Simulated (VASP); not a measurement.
# Sr (Im-3m) in VASP: further runs

The runs below take Sr through single point, with LDA.

Program: VASP 6.6.1. These are calculated values, not measurements. Logs are shortened: lines on timing, memory, paths and dates and some standing lists are left out, and cuts for length are marked.

### Step 1. The cell of the first run

Symmetry: Im-3m, No. 229, cubic system. The conventional cell has a = 4.870 Å, b = 4.870 Å, c = 4.870 Å, α = 90.00°, β = 90.00°, γ = 90.00°. Within 5.5 Å of Sr (site symmetry m-3m) lie 14 Sr at 4.22 to 4.87 Å.

### Step 2. Single point, LDA

Contents of INCAR:

```
ALGO = Normal
EDIFF = 1E-6
ENCUT = 500
GGA = CA
GGA_COMPAT = False
ISIF = 2
ISMEAR = -1
LASPH = True
LCHARG = False
LREAL = False
LWAVE = False
NBANDS = 11
NELM = 120
PREC = Accurate
SIGMA = 0.1
```

Contents of KPOINTS:

```
k-points
0
Gamma
  3 3 3
```

Contents of POSCAR:

```
Sr
1.0
   -2.4350000000      2.4350000000      2.4350000000
    2.4350000000     -2.4350000000      2.4350000000
    2.4350000000      2.4350000000     -2.4350000000
Sr
1
Direct
    0.0000000000      0.0000000000      0.0000000000
```

Potentials or basis: VASP PAW LDA potentials, release 64 (Sr_sv).

Run with:

```
$ cat potpaw_LDA.64/Sr_sv/POTCAR > POTCAR
$ mpirun -np 1 vasp_std > vasp.out
```

OUTCAR:

```text
EDIFF = 1E-6
   ENCUT = 500
   GGA = CA
   ISIF = 2
   ISMEAR = -1
   LASPH = True
   LREAL = False
   NELM = 120
   PREC = Accurate

 ion  position               nearest neighbor table
   1  0.000  0.000  0.000-

  LATTYP: Found a body centered cubic cell.
 ALAT       =     4.8700000000

  Lattice vectors:

 A1 = (  -2.4350000000,   2.4350000000,   2.4350000000)
 A2 = (   2.4350000000,  -2.4350000000,   2.4350000000)
 A3 = (   2.4350000000,   2.4350000000,  -2.4350000000)

Analysis of symmetry for initial positions (statically):
=====================================================================
 Subroutine PRICEL returns:
 Original cell was already a primitive cell.

 Routine SETGRP: Setting up the symmetry group for a
 body centered cubic supercell.

 Subroutine GETGRP returns: Found 48 space group operations
 (whereof 48 operations were pure point group operations)
 out of a pool of 48 trial point group operations.

The static configuration has the point symmetry O_h .

Analysis of symmetry for dynamics (positions and initial velocities):
=====================================================================
 Subroutine PRICEL returns:
 Original cell was already a primitive cell.

 Routine SETGRP: Setting up the symmetry group for a
 body centered cubic supercell.

 Subroutine GETGRP returns: Found 48 space group operations
 (whereof 48 operations were pure point group operations)
 out of a pool of 48 trial point group operations.

The dynamic configuration has the point symmetry O_h .

 Subroutine INISYM returns: Found 48 space group operations
 (whereof 48 operations are pure point group operations),
 and found     1 'primitive' translations

----------------------------------------------------------------------------------------

                                     Primitive cell

  volume of cell :      57.7507

  direct lattice vectors                    reciprocal lattice vectors
    -2.435000000  2.435000000  2.435000000     0.000000000  0.205338809  0.205338809
     2.435000000 -2.435000000  2.435000000     0.205338809  0.000000000  0.205338809
     2.435000000  2.435000000 -2.435000000     0.205338809  0.205338809  0.000000000

  length of vectors
     4.217543716  4.217543716  4.217543716     0.290392929  0.290392929  0.290392929

  position of ions in fractional coordinates (direct lattice)
     0.000000000  0.000000000  0.000000000

  ion indices of the primitive-cell ions
   primitive index   ion index
                 1           1

----------------------------------------------------------------------------------------

 KPOINTS: k-points

Automatic generation of k-mesh.
 Grid dimensions read from file:
 generate k-points for:    3    3    3

 Generating k-lattice:

  Cartesian coordinates                     Fractional coordinates (reciprocal lattice)
     0.000000000  0.068446270  0.068446270     0.333333333  0.000000000  0.000000000
     0.068446270  0.000000000  0.068446270     0.000000000  0.333333333  0.000000000
     0.068446270  0.068446270  0.000000000     0.000000000  0.000000000  0.333333333

  Length of vectors
     0.096797643  0.096797643  0.096797643

  Shift w.r.t. Gamma in fractional coordinates (k-lattice)
     0.000000000  0.000000000  0.000000000

 Subroutine IBZKPT returns following result:
 ===========================================

 Found      4 irreducible k-points:

 Following reciprocal coordinates:
            Coordinates               Weight
  0.000000  0.000000  0.000000      1.000000
  0.333333  0.000000  0.000000     12.000000
  0.333333  0.333333  0.000000      8.000000
 -0.333333  0.333333  0.333333      6.000000
   k-points           NKPTS =      4   k-points in BZ     NKDIM =      4   number of bands    NBANDS=     11
   number of dos      NEDOS =    301   number of ions     NIONS =      1
   total plane-waves  NPLWV =  32768
   dimension x,y,z NGX =    32 NGY =   32 NGZ =   32
   dimension x,y,z NGXF=    64 NGYF=   64 NGZF=   64
   ions per type =               1
   NGX,Y,Z   is equivalent  to a cutoff of  12.61, 12.61, 12.61 a.u.
   NGXF,Y,Z  is equivalent  to a cutoff of  25.23, 25.23, 25.23 a.u.
 SYSTEM =  unknown system
   PREC   = accura    normal or accurate (medium, high low for compatibility)
   ISTART =      0    job   : 0-new  1-cont  2-samecut
   ICHARG =      2    charge: 1-file 2-atom 10-const
   ISPIN  =      1    spin polarized calculation?
   LNONCOLLINEAR =      F non collinear calculations
   LSORBIT =      F    spin-orbit coupling
   LASPH  =      T    aspherical Exc in radial PAW
   ENCUT  =  500.0 eV  36.75 Ry    6.06 a.u.   7.69  7.69  7.69*2*pi/ulx,y,z
   NELM   =    120;   NELMIN=  2; NELMDL= -5     # of ELM steps
   EDIFF  = 0.1E-05   stopping-criterion for ELM
   LREAL  =      F    real-space projection
   EDIFFG = 0.1E-04   stopping-criterion for IOM
   NSW    =      0    number of steps for IOM
   IBRION =     -1    ionic relax: 0-MD 1-quasi-New 2-CG
   NFREE  =      0    steps in history (QN), initial steepest desc. (CG)
   ISIF   =      2    stress and relaxation
   ISYM   =      2    0-nonsym 1-usesym 2-fastsym
   POTIM  = 0.5000    time-step for ionic-motion
   TEBEG  =    0.0;   TEEND  =   0.0 temperature during run
   PSTRESS=    0.0 pullay stress
   NELECT =      10.0000    total number of electrons
   NUPDOWN=      -1.0000    fix difference up-down
   EMIN   =  10.00;   EMAX   =-10.00  energy-range for DOS
   EFERMI =   0.00;   METHOD = LEGACY
   ISMEAR =    -1;   SIGMA  =   0.10  broadening in eV -4-tet -1-fermi 0-gaus
   EFERMI_NEDOS =   21; number of points for ismear=-14 and -15
   IALGO  =     38    algorithm
   IMIX   =      4    mixing-type and parameters
     AMIX     =   0.40;   BMIX     =  1.00
     AMIX_MAG =   1.60;   BMIX_MAG =  1.00
  volume/ion in A,a.u.               =      57.75       389.72
  Fermi-wavevector in a.u.,A,eV,Ry     =   0.912478  1.724334 11.328437  0.832617
  Thomas-Fermi vector in A             =   2.036879
   LORBIT       =      0    0 simple, 1 ext, 2 COOP (PROOUT), +10 PAW based schemes
   GGA     = CA    functional components
   LHFCALC =     F    Hartree Fock is set to
   AEXX    =    0.0000 exact exchange contribution
   IVDW    =     0    specifies the selected vdW correction
   LEPSILON=     F    determine dielectric tensor
   LRPA    =     F    only Hartree local field effects (RPA)
 non-spin polarized calculation
  energy-cutoff  :      500.00
  volume of cell :       57.75
 maximum number of plane-waves:      1481
   NGX = 15   NGY = 15   NGZ = 15

 number of electron      10.0000000 magnetization

 Free energy of the ion-electron system (eV)
  ---------------------------------------------------
  ext. energy  EPLUGINS =         0.00000000
  ---------------------------------------------------
  free energy    TOTEN  =        -1.71029626 eV

  energy without entropy =       -1.59614375  energy(sigma->0) =       -1.65322001

 E-fermi :   1.3889     XC(G=0):  -7.4009

 val. band max:        0.5405023593   @ k =  -0.3333   0.3333   0.3333
 cond. band min:       1.4057338154   @ k =   0.3333   0.3333   0.0000
 fundamental gap:      0.8652314561
 Fermi energy:         1.3889463116

 k-point     1 :       0.0000    0.0000    0.0000
  band No.  band energies     occupation
      1     -35.2576      2.00000
      2     -17.2501      2.00000
      3     -17.2501      2.00000
      4     -17.2501      2.00000
      5      -2.3174      2.00000
      6       3.4701      0.00000
      7       3.4701      0.00000
      8       3.4701      0.00000
      9       4.7675      0.00000
     10       4.7675      0.00000
     11       9.2212      0.00000

 k-point     2 :       0.3333    0.0000    0.0000
  band No.  band energies     occupation
      1     -35.2482      2.00000
      2     -17.3798      2.00000
      3     -17.2938      2.00000
      4     -17.2499      2.00000
      5      -0.7178      2.00000
      6       2.1403      0.00109
      7       2.6151      0.00001
      8       4.6130      0.00000
      9       4.9515      0.00000
     10       5.1069      0.00000
     11       7.6273      0.00000

 k-point     3 :       0.3333    0.3333    0.0000
  band No.  band energies     occupation
      1     -35.2435      2.00000
      2     -17.3687      2.00000
      3     -17.3687      2.00000
      4     -17.2718      2.00000
      5       1.4057      0.91626
      6       1.4921      0.52547
      7       1.4921      0.52547
      8       4.9270      0.00000
      9       4.9270      0.00000
     10       5.0170      0.00000
     11       7.2724      0.00000

 k-point     4 :      -0.3333    0.3333    0.3333
  band No.  band energies     occupation
      1     -35.2404      2.00000
      2     -17.3635      2.00000
      3     -17.3420      2.00000
      4     -17.3420      2.00000
      5       0.5405      1.99959
      6       1.7733      0.04196
      7       3.5900      0.00000
      8       3.5900      0.00000
      9       4.0967      0.00000
     10       5.1479      0.00000
     11       8.1342      0.00000

------------------------ aborting loop because EDIFF is reached ----------------------------------------

  FORCE on cell =-STRESS in cart. coord.  units (eV):
  Direction    XX          YY          ZZ          XY          YZ          ZX
  --------------------------------------------------------------------------------------
  -------------------------------------------------------------------------------------
  Total       -0.5418582     -0.5418582     -0.5418582     -0.0000000      0.0000000     -0.0000000
  in kB      -15.0327822    -15.0327822    -15.0327822     -0.0000000      0.0000000     -0.0000000
  external PRESSURE =     -15.0327822 kB  Pullay stress =       0.0000000 kB

 VOLUME and BASIS-vectors are now :
 -----------------------------------------------------------------------------
  energy-cutoff  :      500.00
  volume of cell :       57.75
      direct lattice vectors                 reciprocal lattice vectors
    -2.435000000  2.435000000  2.435000000     0.000000000  0.205338809  0.205338809
     2.435000000 -2.435000000  2.435000000     0.205338809  0.000000000  0.205338809
     2.435000000  2.435000000 -2.435000000     0.205338809  0.205338809  0.000000000

 POSITION                                       TOTAL-FORCE (eV/Angst)
 -----------------------------------------------------------------------------------
      0.00000      0.00000      0.00000        -0.000000      0.000000     -0.000000
 -----------------------------------------------------------------------------------
    total drift:                                0.000000      0.000000     -0.000000

  FREE ENERGIE OF THE ION-ELECTRON SYSTEM (eV)
  ---------------------------------------------------
  free  energy   TOTEN  =        -1.7102962590 eV

  energy  without entropy=       -1.5961437548  energy(sigma->0) =       -1.65322001
```

Wall time 2.3 s (1 thread of Intel Xeon Platinum 8488C (Sapphire Rapids), shared host); peak memory 0.14 GiB.

What came out:

| Property | Result |
| --- | --- |
| Free energy | -1.7103 eV |
| Pressure | -1.5 GPa |

Levels at points of the mesh, in eV from the Fermi level:
```tsv
k point	band 3	band 4	band 5	band 6	band 7	band 8
(0.00, 0.00, 0.00)	-18.64	-18.64	-3.71	2.08	2.08	2.08
```

Caveat: the k points lie up to 0.61 Å⁻¹ apart.

### Step 3. Single point, LDA

Contents of INCAR:

```
PREC = Accurate ; ENCUT = 500
EDIFF = 1E-6 ; ISMEAR = -1
SIGMA = 0.1 ; LREAL = False
LASPH = True ; NELM = 120
ALGO = Normal ; ISIF = 2
LWAVE = False ; LCHARG = True
GGA = CA ; LELF = True
LVHAR = True ; NBANDS = 11
GGA_COMPAT = False
```

Contents of KPOINTS:

```
regular mesh
0
Gamma
  4 4 4
```

POSCAR is that of step 2.

Potentials or basis: VASP PAW LDA potentials, release 64 (Sr_sv).

Run with:

```
$ cat potpaw_LDA.64/Sr_sv/POTCAR > POTCAR
$ mpirun -np 1 vasp_std > vasp.out
```

It took 4.8 s on 1 thread of Intel Xeon Platinum 8488C (Sapphire Rapids), shared host; peak memory 0.15 GiB.

Results (log left out):

```
Free energy            : -1.8593 eV
Pressure               : -2.0 GPa
Band gap on the k mesh : zero (band 5 reaches 1.59 eV, above the bottom of band 6 at 1.17 eV)
```

Levels at points of the mesh, in eV from the Fermi level:
```csv
k point,band 1,band 2,band 3,band 4,band 5,band 6,band 7,band 8,band 9,band 10
"(0.00, 0.00, 0.00)",-36.52,-18.50,-18.50,-18.50,-3.54,2.24,2.24,2.24,3.52,3.52
"(0.50, 0.00, 0.00)",-36.50,-18.68,-18.56,-18.50,-0.98,0.26,1.17,3.30,3.96,5.10
"(0.50, 0.50, 0.50)",-36.49,-18.63,-18.63,-18.63,-0.05,-0.05,3.47,3.47,3.47,4.73
```

Caveat: the k points lie up to 0.46 Å⁻¹ apart.

### Step 4. Single point, LDA

Contents of INCAR:

```
  ALGO = Normal
  EDIFF = 1E-6
  ENCUT = 500
  GGA = CA
  GGA_COMPAT = False
  ISIF = 2
  ISMEAR = -1
  LASPH = True
  LCHARG = True
  LELF = True
  LREAL = False
  LVHAR = True
  LWAVE = False
  NBANDS = 11
  NELM = 120
  PREC = Accurate
  SIGMA = 0.1
```

Contents of KPOINTS:

```
k-points
0
Gamma
  5 5 5
```

POSCAR is that of step 3.

Run with:

```
$ cat potpaw_LDA.64/Sr_sv/POTCAR > POTCAR
$ mpirun -np 1 vasp_std > vasp.out
```

Run time: 4.7 s. Hardware: 1 thread of Intel Xeon Platinum 8488C (Sapphire Rapids), shared host; peak memory 0.15 GiB.

The run converged. Its results:

| Property | Result |
| --- | --- |
| Free energy | -1.8543 eV |
| Pressure | -1.9 GPa |
| Band gap on the k mesh | zero (filled and empty bands touch) |

Levels at points of the mesh, in eV from the Fermi level:
| k point | band 1 | band 2 | band 3 | band 4 | band 5 | band 6 | band 7 | band 8 | band 9 | band 10 |
| --- | --- | --- | --- | --- | --- | --- | --- | --- | --- | --- |
| (0.00, 0.00, 0.00) | -36.56 | -18.55 | -18.55 | -18.55 | -3.58 | 2.19 | 2.19 | 2.19 | 3.49 | 3.49 |

Caveat: the k points lie up to 0.36 Å⁻¹ apart.

(Continued in part 2 of 2.)
